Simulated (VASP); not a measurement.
# Ga3H2N3 in VASP: single point with PBE+D3(BJ)

Aim: the single point of Ga3H2N3 with PBE+D3(BJ).

Program: VASP 6.6.1. These are calculated values, not measurements. Logs are shortened: lines on timing, memory, paths and dates and some standing lists are left out, and cuts for length are marked.

## (1) The cell of the first run

The cell holds a slab with vacuum, 32 atoms: a = 6.393 Å, b = 5.209 Å, c = 25.387 Å, α = 90.00°, β = 90.00°, γ = 90.00°.

## (2) Single point, PBE+D3(BJ)

INCAR reads:

```
SYSTEM = Ga3H2N3
PREC = Accurate ; ENCUT = 520
EDIFF = 1E-6 ; ISMEAR = 0
SIGMA = 0.05 ; LREAL = Auto
LASPH = .TRUE. ; NELM = 60
ALGO = Normal ; ISIF = 2
LWAVE = .FALSE. ; LCHARG = .FALSE.
LDIPOL = .TRUE. ; IDIPOL = 3
DIPOL = 0.5 0.5 0.500 ; GGA = PE
IVDW = 12 ; NBANDS = 134
```

KPOINTS reads:

```
Automatic mesh
0
G
  3 3 1
  0 0 0
```

POSCAR reads:

```
Ga3H2N3
1.0
    6.3931260411      0.0000000000      0.0000000000
    0.0000000000      5.2085710300      0.0000000000
    0.0000000000      0.0000000000     25.3869746615
Ga N H
12 12 8
Direct
    0.5000000000      0.0008110332      0.3727816546
    0.0000000000      0.0008110332      0.3727816546
    0.7500000000      0.5008110332      0.4091297533
    0.2500000000      0.5008110332      0.4091297533
    0.7500000000      0.0008110332      0.4818259507
    0.2500000000      0.0008110332      0.4818259507
    0.0000000000      0.5002330070      0.5189030339
    0.5000000000      0.5002330070      0.5189030339
    0.0000000000     -0.0031176471      0.5906125823
    0.5000000000     -0.0031176471      0.5906125823
    0.2500000000      0.5111328719      0.6307637585
    0.7500000000      0.5111328719      0.6307637585
    0.5000000000      0.6241889668      0.3727816546
    0.0000000000      0.6241889668      0.3727816546
    0.7500000000      0.1241889668      0.4091297533
    0.2500000000      0.1241889668      0.4091297533
    0.7500000000      0.6241889668      0.4818259507
    0.2500000000      0.6241889668      0.4818259507
    0.0000000000      0.1236829348      0.5188179175
    0.5000000000      0.1236829348      0.5188179175
    0.0000000000      0.6231023096      0.5913090148
    0.5000000000      0.6231023096      0.5913090148
    0.2500000000      0.1298430092      0.6259270300
    0.7500000000      0.1298430092      0.6259270300
    0.5000000000      0.0972892933      0.3137617216
    0.0000000000      0.0972892933      0.3137617216
    0.5000000000      0.5572659375      0.3348617983
    0.0000000000      0.5572659375      0.3348617983
    0.2500000000      0.6035089675      0.6896300718
    0.7500000000      0.6035089675      0.6896300718
    0.2500000000      0.0594108363      0.6636676949
    0.7500000000      0.0594108363      0.6636676949
```

Potentials or basis: VASP PAW PBE potentials, release 64 (Ga_d, N, H).

Run with:

```sh
$ cat potpaw_PBE.64/Ga_d/POTCAR potpaw_PBE.64/N/POTCAR potpaw_PBE.64/H/POTCAR > POTCAR
$ mpirun -np 1 vasp_std > vasp.out
```

OUTCAR:

```text
SYSTEM = Ga3H2N3
   PREC = Accurate
   ENCUT = 520
   EDIFF = 1E-6
   ISMEAR = 0
   LREAL = Auto
   LASPH = .TRUE.
   NELM = 60
   ISIF = 2
   GGA = PE
   IVDW = 12
 IVDW          = 12

 ion  position               nearest neighbor table
   1  0.500  0.001  0.373-  25 1.58  16 1.95  15 1.95  13 1.96
   2  0.000  0.001  0.373-  26 1.58  16 1.95  15 1.95  14 1.96
   3  0.750  0.501  0.409-  13 1.95  14 1.95  17 1.95  15 1.96
   4  0.250  0.501  0.409-  13 1.95  14 1.95  18 1.95  16 1.96
   5  0.750  0.001  0.482-  15 1.95  19 1.96  20 1.96  17 1.96
   6  0.250  0.001  0.482-  16 1.95  19 1.96  20 1.96  18 1.96
[... 34 lines left out ...]
 A1 = (   0.0000000000,  -5.2085710300,   0.0000000000)
 A2 = (   6.3931260411,   0.0000000000,   0.0000000000)
 A3 = (   0.0000000000,   0.0000000000,  25.3869746615)

Analysis of symmetry for initial positions (statically):
=====================================================================
 Subroutine PRICEL returns following result:

  LATTYP: Found a simple orthorhombic cell.
 ALAT       =     3.1965630206
 B/A-ratio  =     1.6294285445
 C/A-ratio  =     7.9419596918

  Lattice vectors:

 A1 = (   3.1965630206,   0.0000000000,   0.0000000000)
 A2 = (   0.0000000000,   5.2085710300,   0.0000000000)
 A3 = (   0.0000000000,   0.0000000000,  25.3869746615)

   2 primitive cells build up your supercell.

 Routine SETGRP: Setting up the symmetry group for a
 simple orthorhombic supercell.

 Subroutine GETGRP returns: Found  2 space group operations
 (whereof  2 operations were pure point group operations)
 out of a pool of  8 trial point group operations.

The static configuration has the point symmetry C_1h.

Analysis of symmetry for dynamics (positions and initial velocities):
=====================================================================
 Subroutine PRICEL returns following result:

  LATTYP: Found a simple orthorhombic cell.
 ALAT       =     3.1965630206
 B/A-ratio  =     1.6294285445
 C/A-ratio  =     7.9419596918

  Lattice vectors:

 A1 = (   3.1965630206,   0.0000000000,   0.0000000000)
 A2 = (   0.0000000000,   5.2085710300,   0.0000000000)
 A3 = (   0.0000000000,   0.0000000000,  25.3869746615)

   2 primitive cells build up your supercell.

 Routine SETGRP: Setting up the symmetry group for a
 simple orthorhombic supercell.

 Subroutine GETGRP returns: Found  2 space group operations
[... 119 lines left out ...]
   TEBEG  =    0.0;   TEEND  =   0.0 temperature during run
   PSTRESS=    0.0 pullay stress
   NELECT =     224.0000    total number of electrons
   NUPDOWN=      -1.0000    fix difference up-down
   EMIN   =  10.00;   EMAX   =-10.00  energy-range for DOS
   EFERMI =   0.00;   METHOD = LEGACY
   ISMEAR =     0;   SIGMA  =   0.05  broadening in eV -4-tet -1-fermi 0-gaus
   EFERMI_NEDOS =   21; number of points for ismear=-14 and -15
   IALGO  =     38    algorithm
   IMIX   =      4    mixing-type and parameters
     AMIX     =   0.40;   BMIX     =  1.00
     AMIX_MAG =   1.60;   BMIX_MAG =  1.00
  volume/ion in A,a.u.               =      26.42       178.27
  Fermi-wavevector in a.u.,A,eV,Ry     =   1.051502  1.987050 15.043355  1.105655
  Thomas-Fermi vector in A             =   2.186547
   LORBIT       =      0    0 simple, 1 ext, 2 COOP (PROOUT), +10 PAW based schemes
   GGA     = PE    functional components
   LHFCALC =     F    Hartree Fock is set to
   AEXX    =    0.0000 exact exchange contribution
   IVDW    =    12    specifies the selected vdW correction
   LEPSILON=     F    determine dielectric tensor
   LRPA    =     F    only Hartree local field effects (RPA)
 non-spin polarized calculation
 Gauss-broadening in eV      SIGMA  =   0.05
  energy-cutoff  :      520.00
  volume of cell :      845.36
 maximum number of plane-waves:     22807
 NGX is ok and might be reduce to    48
   NGX = 23   NGY = 19   NGZ = 95

 number of electron     223.9999948 magnetization

 dipolmoment           0.000000      0.000000     -0.053077 electrons x Angstroem

 Free energy of the ion-electron system (eV)
  ---------------------------------------------------
  ext. energy  EPLUGINS =         0.00000000
  ---------------------------------------------------
  free energy    TOTEN  =      -173.02433496 eV

  energy without entropy =     -173.02433496  energy(sigma->0) =     -173.02433496

 E-fermi :  -1.9202     XC(G=0):  -4.7605

 val. band max:       -2.1538692019   @ k =   0.0000   0.0000   0.0000
 cond. band min:       0.8630805660   @ k =   0.0000   0.0000   0.0000
 fundamental gap:      3.0169497679
 Fermi energy:        -1.9202194549

 k-point     1 :       0.0000    0.0000    0.0000
  band No.  band energies     occupation
      1     -17.9943      2.00000
      2     -17.8881      2.00000
      3     -17.5347      2.00000
      4     -17.5085      2.00000
      5     -17.3757      2.00000
      6     -16.9581      2.00000
[... 497 lines left out ...]
    123       3.9646      0.00000
    124       4.0972      0.00000
 [bands above 124 left out]

------------------------ aborting loop because EDIFF is reached ----------------------------------------

 vacuum level on the upper side and lower side of the slab       (xc-potential included)        -0.312        -0.031

 Edisp (eV)   -5.03289

 E8    (eV) :    -2.0295

  FORCE on cell =-STRESS in cart. coord.  units (eV):
  Direction    XX          YY          ZZ          XY          YZ          ZX
  --------------------------------------------------------------------------------------
  -------------------------------------------------------------------------------------
  Total       0.96057     2.16734    -0.23578     0.00000    -0.56545     0.00000
  in kB       1.82053     4.10767    -0.44686     0.00000    -1.07168     0.00000
  external pressure =        1.83 kB  Pullay stress =        0.00 kB

 VOLUME and BASIS-vectors are now :
 -----------------------------------------------------------------------------
  energy-cutoff  :      520.00
  volume of cell :      845.36
      direct lattice vectors                 reciprocal lattice vectors
     6.393126041  0.000000000  0.000000000     0.156418002  0.000000000  0.000000000
     0.000000000  5.208571030  0.000000000     0.000000000  0.191991238  0.000000000
     0.000000000  0.000000000 25.386974661     0.000000000  0.000000000  0.039390278

 POSITION                                       TOTAL-FORCE (eV/Angst)
 -----------------------------------------------------------------------------------
      3.19656      0.00422      9.46380         0.000000      0.600036     -0.986770
      0.00000      0.00422      9.46380         0.000000      0.600036     -0.986770
      4.79484      2.60851     10.38657        -0.000000     -0.513121      0.010305
      1.59828      2.60851     10.38657         0.000000     -0.513121      0.010305
      4.79484      0.00422     12.23210         0.000000      0.155374     -0.078418
      1.59828      0.00422     12.23210         0.000000      0.155374     -0.078418
[... 24 lines left out ...]
      1.59828      0.30945     16.84851        -0.000000     -0.008290      0.017599
      4.79484      0.30945     16.84851        -0.000000     -0.008290      0.017599
 -----------------------------------------------------------------------------------
    total drift:                                0.000000     -0.016952      0.003620

  FREE ENERGIE OF THE ION-ELECTRON SYSTEM (eV)
  ---------------------------------------------------
  free  energy   TOTEN  =      -178.0572221354 eV

  energy  without entropy=     -178.0572221354  energy(sigma->0) =     -178.05722214

 vacuum level on the upper side and lower side of the slab         3.510         3.797
```

OSZICAR:

```text
N       E                     dE             d eps       ncg     rms          rms(c)
DAV:   1     0.306145057856E+04    0.30615E+04   -0.96393E+04  1104   0.208E+03
DAV:   2     0.590332027277E+03   -0.24711E+04   -0.23812E+04  1200   0.587E+02
DAV:   3    -0.878460909156E+02   -0.67818E+03   -0.65234E+03  1392   0.243E+02
DAV:   4    -0.191269456884E+03   -0.10342E+03   -0.10201E+03  1424   0.882E+01
[... 20 lines left out ...]
DAV:  25    -0.173024308970E+03   -0.15056E-04   -0.59892E-07   792   0.751E-03    0.147E-03
DAV:  26    -0.173024323912E+03   -0.14942E-04   -0.73167E-07   794   0.359E-03    0.121E-03
DAV:  27    -0.173024328957E+03   -0.50448E-05   -0.25560E-07   768   0.413E-03    0.518E-04
DAV:  28    -0.173024334014E+03   -0.50563E-05   -0.29056E-07   708   0.352E-03    0.535E-04
DAV:  29    -0.173024334957E+03   -0.94327E-06   -0.14882E-07   792   0.248E-03
   1 F= -.17805722E+03 E0= -.17805722E+03  d E =-.102924E-11
```

It took 21 min on 1 thread of Intel Xeon Platinum 8259CL at 2.50GHz (Skylake/Cascade Lake), shared host; peak memory 0.89 GiB.

What came out:

```
Free energy                : -178.0572 eV
Largest force              : 1.155 eV/Å
Band gap on the k mesh     : 3.02 eV
Dispersion energy per atom : -0.157 eV
```

Forces on the atoms (eV/Å):
```
Ga   0.000  0.600 -0.987
Ga   0.000  0.600 -0.987
Ga   0.000 -0.513  0.010
Ga   0.000 -0.513  0.010
Ga   0.000  0.155 -0.078
Ga   0.000  0.155 -0.078
Ga   0.000  0.003 -0.001
Ga   0.000  0.003 -0.001
Ga   0.000  0.007  0.017
Ga   0.000  0.007  0.017
Ga   0.000  0.002  0.020
Ga   0.000  0.002  0.020
N    0.000 -0.043  0.540
N    0.000 -0.043  0.540
N    0.000 -0.145  0.657
N    0.000 -0.145  0.657
N    0.000 -0.041 -0.166
N    0.000 -0.041 -0.166
N    0.000  0.001 -0.005
N    0.000  0.001 -0.005
N    0.000 -0.004  0.001
N    0.000 -0.004  0.001
N    0.000  0.006 -0.019
N    0.000  0.006 -0.019
H    0.000 -0.012  0.027
H    0.000 -0.012  0.027
H    0.000 -0.005 -0.019
H    0.000 -0.005 -0.019
H    0.000 -0.004 -0.015
H    0.000 -0.004 -0.015
H    0.000 -0.008  0.018
H    0.000 -0.008  0.018
```

Levels at points of the mesh, in eV from the valence-band top:
```csv
k point,band 109,band 110,band 111,band 112,band 113,band 114,band 115,band 116
"(0.00, 0.00, 0.00)",-0.30,-0.11,-0.09,0.00,3.02,4.40,4.51,4.88
```
